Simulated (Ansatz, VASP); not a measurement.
TaN: VASP beside Ansatz

```
Ta N
1.0
     5.17892    0.00000    0.00000
    -2.58946    4.48508    0.00000
     0.00000    0.00000    2.89600
Ta N
3 3
Cartesian
  0.0000 2.9901 1.3229
  2.5895 1.4950 1.3229
  0.0000 0.0000 0.2625
  2.0372 0.0000 -0.0532
  1.5708 2.7208 -0.0532
  -1.0186 1.7643 -0.0532
```

Change from the starting cell: mode 4 (148.0 1/cm) frozen in, largest displacement +0.263 Å.

Alike in both runs: task single point; functional PBEsol; k mesh 12 × 12 × 16; occupations gaussian, width 0.15 eV; no spin polarisation.

|  | VASP | Ansatz |
| --- | --- | --- |
| version | VASP 6.6.1 | Ansatz 0.2.0 |
| potentials or method | VASP PAW PBE potentials, release 64 (Ta_pv, N), cutoff 520 eV | scalar-relativistic, plane waves, PAW |
| valence electrons in the cell | 48 | 54 |

VASP gave:

- gap on the k mesh at the Fermi level (eV): none
- pressure (GPa): 2.5
- traceless stress, the component that is largest in VASP (GPa): -2.10
- rms of the force components (eV/Å): 0.982

Which values does Ansatz return?

gap on the k mesh at the Fermi level (eV): none; pressure (GPa): 1.6; traceless stress, the component that is largest in VASP (GPa): -2.09; rms of the force components (eV/Å): 0.984.

VASP's potentials were made for PBE, not for PBEsol. Atom by atom the forces differ by 0.010 eV/Å (rms over components). A gap of «none» marks a metal or a gap that the smearing closes. With one functional, cell and mesh, what is left measures potentials, basis and numerics. VASP's potentials hold 48 valence electrons a cell and Ansatz's 54, so a difference there can come from the potentials and not from the codes.

Neither program's run includes spin-orbit coupling.
